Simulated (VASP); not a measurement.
# Mg (I4/mmm) in VASP: a series of runs

Mg is run at these levels: PBE+D4, LDA; tasks: single point.

All numbers are computed with VASP 6.6.1; they aren't measurements. Logs are shortened: lines on timing, memory, paths and dates and some standing lists are left out, and cuts for length are marked.

### 1 The cell of the first run

The structure is tetragonal, space group I4/mmm (No. 139). Conventional cell: a = 3.672 Å, b = 3.672 Å, c = 3.359 Å, α = 90.00°, β = 90.00°, γ = 90.00°. Mg (site symmetry 4/mmm) has 14 Mg at 3.09 to 3.67 Å within 4.1 Å.

### 2 Single point, PBE+D4

File INCAR:

```
ALGO     = Normal         # electronic algorithm
EDIFF    = 1E-6           # SCF threshold, eV
ENCUT    = 600            # plane-wave cutoff, eV
GGA      = PE             # functional
GGA_COMPAT= False        
ISIF     = 2              # what is computed and relaxed
ISMEAR   = 0              # smearing method
IVDW     = 13             # dispersion correction
LASPH    = True           # aspherical terms in the spheres
LCHARG   = False          # write CHGCAR
LREAL    = False          # projectors in reciprocal space
LWAVE    = False          # write WAVECAR
NBANDS   = 7              # bands
NELM     = 120            # most SCF steps
PREC     = Accurate       # precision mode
SIGMA    = 0.1            # smearing width, eV
```

File KPOINTS:

```
k-points
0
Gamma
  6 6 6
```

File POSCAR:

```
Mg
1.0
   -1.8359916300      1.8359916300      1.6794040200
    1.8359916300     -1.8359916300      1.6794040200
    1.8359916300      1.8359916300     -1.6794040200
Mg
1
Direct
    0.0000000000      0.0000000000      0.0000000000
```

Potentials or basis: VASP PAW PBE potentials, release 64 (Mg).

Launch:

```
cat potpaw_PBE.64/Mg/POTCAR > POTCAR
mpirun -np 1 vasp_std > vasp.out
```

OUTCAR:

```text
EDIFF = 1E-6
   ENCUT = 600
   GGA = PE
   ISIF = 2
   ISMEAR = 0
   IVDW = 13
   LASPH = True
   LREAL = False
   NELM = 120
   PREC = Accurate

 ion  position               nearest neighbor table
   1  0.000  0.000  0.000-

  LATTYP: Found a body centered tetragonal cell.
 ALAT       =     3.6719832600
 C/A-ratio  =     0.9147122419

  Lattice vectors:

 A1 = (  -1.8359916300,   1.8359916300,   1.6794040200)
 A2 = (   1.8359916300,  -1.8359916300,   1.6794040200)
 A3 = (   1.8359916300,   1.8359916300,  -1.6794040200)

Analysis of symmetry for initial positions (statically):
=====================================================================
 Subroutine PRICEL returns:
 Original cell was already a primitive cell.

 Routine SETGRP: Setting up the symmetry group for a
 body centered tetragonal supercell.

 Subroutine GETGRP returns: Found 16 space group operations
 (whereof 16 operations were pure point group operations)
 out of a pool of 16 trial point group operations.

The static configuration has the point symmetry D_4h.

Analysis of symmetry for dynamics (positions and initial velocities):
=====================================================================
 Subroutine PRICEL returns:
 Original cell was already a primitive cell.

 Routine SETGRP: Setting up the symmetry group for a
 body centered tetragonal supercell.

 Subroutine GETGRP returns: Found 16 space group operations
 (whereof 16 operations were pure point group operations)
 out of a pool of 16 trial point group operations.

The dynamic configuration has the point symmetry D_4h.

 Subroutine INISYM returns: Found 16 space group operations
 (whereof 16 operations are pure point group operations),
 and found     1 'primitive' translations

----------------------------------------------------------------------------------------

                                     Primitive cell

  volume of cell :      22.6442

  direct lattice vectors                    reciprocal lattice vectors
    -1.835991630  1.835991630  1.679404020     0.000000000  0.272332396  0.297724665
     1.835991630 -1.835991630  1.679404020     0.272332396  0.000000000  0.297724665
     1.835991630  1.835991630 -1.679404020     0.272332396  0.272332396  0.000000000

  length of vectors
     3.092269133  3.092269133  3.092269133     0.403490905  0.403490905  0.385136168

  position of ions in fractional coordinates (direct lattice)
     0.000000000  0.000000000  0.000000000

  ion indices of the primitive-cell ions
   primitive index   ion index
                 1           1

----------------------------------------------------------------------------------------

 KPOINTS: k-points

Automatic generation of k-mesh.
 Grid dimensions read from file:
 generate k-points for:    6    6    6

 Generating k-lattice:

  Cartesian coordinates                     Fractional coordinates (reciprocal lattice)
     0.000000000  0.045388733  0.049620778     0.166666667  0.000000000  0.000000000
     0.045388733  0.000000000  0.049620778     0.000000000  0.166666667  0.000000000
     0.045388733  0.045388733  0.000000000     0.000000000  0.000000000  0.166666667

  Length of vectors
     0.067248484  0.067248484  0.064189361

  Shift w.r.t. Gamma in fractional coordinates (k-lattice)
     0.000000000  0.000000000  0.000000000

 Subroutine IBZKPT returns following result:
 ===========================================

 Found     30 irreducible k-points:

 Following reciprocal coordinates:
            Coordinates               Weight
  0.000000  0.000000  0.000000      1.000000
  0.166667 -0.000000  0.000000      8.000000
  0.333333  0.000000  0.000000      8.000000
  0.500000 -0.000000  0.000000      4.000000
  0.166667  0.166667  0.000000      8.000000
  0.333333  0.166667 -0.000000     16.000000
[... 16 lines left out ...]
 -0.333333 -0.333333  0.166667      8.000000
 -0.166667 -0.333333  0.166667      8.000000
 [... further k-points ...]
   k-points           NKPTS =     30   k-points in BZ     NKDIM =     30   number of bands    NBANDS=      7
   number of dos      NEDOS =    301   number of ions     NIONS =      1
   total plane-waves  NPLWV =  21952
   dimension x,y,z NGX =    28 NGY =   28 NGZ =   28
   dimension x,y,z NGXF=    56 NGYF=   56 NGZF=   56
   ions per type =               1
   NGX,Y,Z   is equivalent  to a cutoff of  15.05, 15.05, 15.05 a.u.
   NGXF,Y,Z  is equivalent  to a cutoff of  30.11, 30.11, 30.11 a.u.
 SYSTEM =  unknown system
   PREC   = accura    normal or accurate (medium, high low for compatibility)
   ISTART =      0    job   : 0-new  1-cont  2-samecut
   ICHARG =      2    charge: 1-file 2-atom 10-const
   ISPIN  =      1    spin polarized calculation?
   LNONCOLLINEAR =      F non collinear calculations
   LSORBIT =      F    spin-orbit coupling
   LASPH  =      T    aspherical Exc in radial PAW
   ENCUT  =  600.0 eV  44.10 Ry    6.64 a.u.   6.18  6.18  6.18*2*pi/ulx,y,z
   NELM   =    120;   NELMIN=  2; NELMDL= -5     # of ELM steps
   EDIFF  = 0.1E-05   stopping-criterion for ELM
   LREAL  =      F    real-space projection
   EDIFFG = 0.1E-04   stopping-criterion for IOM
   NSW    =      0    number of steps for IOM
   IBRION =     -1    ionic relax: 0-MD 1-quasi-New 2-CG
   NFREE  =      0    steps in history (QN), initial steepest desc. (CG)
   ISIF   =      2    stress and relaxation
   ISYM   =      2    0-nonsym 1-usesym 2-fastsym
   POTIM  = 0.5000    time-step for ionic-motion
   TEBEG  =    0.0;   TEEND  =   0.0 temperature during run
   PSTRESS=    0.0 pullay stress
   NELECT =       2.0000    total number of electrons
   NUPDOWN=      -1.0000    fix difference up-down
   EMIN   =  10.00;   EMAX   =-10.00  energy-range for DOS
   EFERMI =   0.00;   METHOD = LEGACY
   ISMEAR =     0;   SIGMA  =   0.10  broadening in eV -4-tet -1-fermi 0-gaus
   EFERMI_NEDOS =   21; number of points for ismear=-14 and -15
   IALGO  =     38    algorithm
   IMIX   =      4    mixing-type and parameters
     AMIX     =   0.40;   BMIX     =  1.00
     AMIX_MAG =   1.60;   BMIX_MAG =  1.00
  volume/ion in A,a.u.               =      22.64       152.81
  Fermi-wavevector in a.u.,A,eV,Ry     =   0.729065  1.377732  7.231974  0.531535
  Thomas-Fermi vector in A             =   1.820694
   LORBIT       =      0    0 simple, 1 ext, 2 COOP (PROOUT), +10 PAW based schemes
   GGA     = PE    functional components
   LHFCALC =     F    Hartree Fock is set to
   AEXX    =    0.0000 exact exchange contribution
   IVDW    =    13    specifies the selected vdW correction
   LEPSILON=     F    determine dielectric tensor
   LRPA    =     F    only Hartree local field effects (RPA)
 non-spin polarized calculation
 Gauss-broadening in eV      SIGMA  =   0.10
  energy-cutoff  :      600.00
  volume of cell :       22.64
 maximum number of plane-waves:       775
 NGX is ok and might be reduce to    28
   NGX = 13   NGY = 13   NGZ = 13

 number of electron       2.0000000 magnetization

 Free energy of the ion-electron system (eV)
  ---------------------------------------------------
  ext. energy  EPLUGINS =         0.00000000
  ---------------------------------------------------
  free energy    TOTEN  =        -1.46390829 eV

  energy without entropy =       -1.45952233  energy(sigma->0) =       -1.46171531

 E-fermi :   2.8598     XC(G=0):  -8.5359

 val. band max:        2.8406484950   @ k =  -0.1667   0.5000   0.1667
 cond. band min:       2.8932468926   @ k =   0.3333   0.3333   0.0000
 fundamental gap:      0.0525983976
 Fermi energy:         2.8598422147

 k-point     1 :       0.0000    0.0000    0.0000
  band No.  band energies     occupation
      1      -4.2827      2.00000
      2      14.6846      0.00000
      3      16.5402      0.00000
      4      16.5402      0.00000
      5      16.8702      0.00000
      6      17.0914      0.00000
      7      17.0914      0.00000

 k-point     2 :       0.1667   -0.0000    0.0000
  band No.  band energies     occupation
      1      -3.6022      2.00000
      2      11.6686      0.00000
      3      12.9582      0.00000
      4      14.3016      0.00000
      5      14.5861      0.00000
      6      16.4961      0.00000
      7      18.7997      0.00000

 k-point     3 :       0.3333    0.0000    0.0000
  band No.  band energies     occupation
      1      -1.5904      2.00000
      2       6.1806      0.00000
      3      11.4414      0.00000
      4      12.3684      0.00000
      5      13.0017      0.00000
      6      14.7647      0.00000
      7      20.1528      0.00000

 k-point     4 :       0.5000   -0.0000    0.0000
  band No.  band energies     occupation
      1       1.3677      2.00000
      2       2.0514      2.00000
      3      10.9213      0.00000
      4      11.7160      0.00000
      5      12.4795      0.00000
      6      14.0994      0.00000
      7      21.8115      0.00000

 k-point     5 :       0.1667    0.1667    0.0000
  band No.  band energies     occupation
      1      -2.1968      2.00000
      2       8.7102      0.00000
      3       9.2557      0.00000
      4      11.9104      0.00000
      5      15.7223      0.00000
      6      16.1972      0.00000
      7      18.7910      0.00000
[... 161 lines left out ...]
 k-point    22 :      -0.1667    0.5000    0.1667
  band No.  band energies     occupation
      1       1.8537      2.00000
      2       2.8406      1.21395
      3       8.3018      0.00000
      4       9.9494      0.00000
      5      15.5731      0.00000
      6      15.6900      0.00000
      7      17.7686      0.00000

 k-point    23 :      -0.3333   -0.3333    0.1667
  band No.  band energies     occupation
      1       2.0280      2.00000
      2       4.6100      0.00000
      3       5.3693      0.00000
      4      11.5670      0.00000
      5      12.5728      0.00000
      6      15.9048      0.00000
      7      18.7161      0.00000

 k-point    24 :      -0.1667   -0.3333    0.1667
  band No.  band energies     occupation
      1      -0.6967      2.00000
      2       6.3384      0.00000
      3       9.1116      0.00000
      4      10.7399      0.00000
      5      13.5734      0.00000
      6      15.6890      0.00000
      7      18.0142      0.00000

 [... further k-points ...]

------------------------ aborting loop because EDIFF is reached ----------------------------------------

  DFT-D4 for vdW energy calculation

  Edisp (eV):   -0.16494

  FORCE on cell =-STRESS in cart. coord.  units (eV):
  Direction    XX          YY          ZZ          XY          YZ          ZX
  --------------------------------------------------------------------------------------
  -------------------------------------------------------------------------------------
  Total      -0.27760    -0.27760     0.30406     0.00000    -0.00000     0.00000
  in kB     -19.64122   -19.64122    21.51336     0.00000    -0.00000     0.00000
  external pressure =       -5.92 kB  Pullay stress =        0.00 kB

 VOLUME and BASIS-vectors are now :
 -----------------------------------------------------------------------------
  energy-cutoff  :      600.00
  volume of cell :       22.64
      direct lattice vectors                 reciprocal lattice vectors
    -1.835991630  1.835991630  1.679404020     0.000000000  0.272332396  0.297724665
     1.835991630 -1.835991630  1.679404020     0.272332396  0.000000000  0.297724665
     1.835991630  1.835991630 -1.679404020     0.272332396  0.272332396  0.000000000

 POSITION                                       TOTAL-FORCE (eV/Angst)
 -----------------------------------------------------------------------------------
      0.00000      0.00000      0.00000        -0.000000      0.000000      0.000000
 -----------------------------------------------------------------------------------
    total drift:                                0.000000      0.000000      0.000000

  FREE ENERGIE OF THE ION-ELECTRON SYSTEM (eV)
  ---------------------------------------------------
  free  energy   TOTEN  =        -1.6288452546 eV

  energy  without entropy=       -1.6244592950  energy(sigma->0) =       -1.62665227
```

It took 3.5 s on 1 thread of AMD EPYC 9R45 (Zen 5), shared host; peak memory 0.12 GiB.

What came out:

| Quantity | Value |
| --- | --- |
| Free energy | -1.6288 eV |
| Pressure | -0.6 GPa |
| Band gap on the k mesh | zero (bands 1 and 2 overlap by 4.55 eV) |
| Dispersion energy per atom | -0.165 eV |

Levels at points of the mesh, in eV from the Fermi level:
| k point | band 1 | band 2 | band 3 | band 4 |
| --- | --- | --- | --- | --- |
| (0.00, 0.00, 0.00) | -7.14 | 11.82 | 13.68 | 13.68 |
| (0.50, 0.00, 0.00) | -1.49 | -0.81 | 8.06 | 8.86 |
| (0.50, 0.50, 0.00) | -1.90 | -1.46 | 9.68 | 10.40 |
| (0.50, 0.50, 0.50) | 3.08 | 3.08 | 3.45 | 4.02 |

Caveat: the k points lie up to 0.42 Å⁻¹ apart, too coarse for converged energies and pressures of a metal.

### 3 Single point, LDA

File INCAR:

```
  PREC = Accurate
  ENCUT = 600
  EDIFF = 1E-6
  ISMEAR = 1
  SIGMA = 0.014
  LREAL = False
  LASPH = True
  NELM = 120
  ALGO = Normal
  ISIF = 2
  LWAVE = False
  LCHARG = False
  GGA = CA
  NBANDS = 7
  GGA_COMPAT = False
```

File KPOINTS:

```
Automatic mesh
0
Gamma
  6 6 6
```

POSCAR is that of step 2.

Potentials or basis: VASP PAW LDA potentials, release 64 (Mg).

Launch:

```
cat potpaw_LDA.64/Mg/POTCAR > POTCAR
mpirun -np 1 vasp_std > vasp.out
```

Wall time 3 s (1 thread of AMD EPYC 9R45 (Zen 5), shared host); peak memory 0.11 GiB.

It converged, with:

```yaml
Free_energy: -1.7587 eV
Pressure: -1.7 GPa
Band_gap_on_the_k_mesh: zero (bands 1 and 2 overlap by 4.55 eV)
```

Stress tensor (GPa, compression positive):
```
-3.45  0.00  0.00
 0.00 -3.45  0.00
 0.00  0.00  1.90
```

Levels at points of the mesh, in eV from the Fermi level:
```
           k point  band 1  band 2  band 3  band 4  band 5
(0.00, 0.00, 0.00)   -7.10   11.79   13.61   13.61   14.03
(0.50, 0.00, 0.00)   -1.43   -0.81    8.10    8.75    9.62
(0.50, 0.50, 0.00)   -1.83   -1.47    9.70   10.27   11.39
(0.50, 0.50, 0.50)    3.08    3.08    3.56    4.09    5.22
```

Caveat: the k points lie up to 0.42 Å⁻¹ apart, too coarse for converged energies and pressures of a metal.
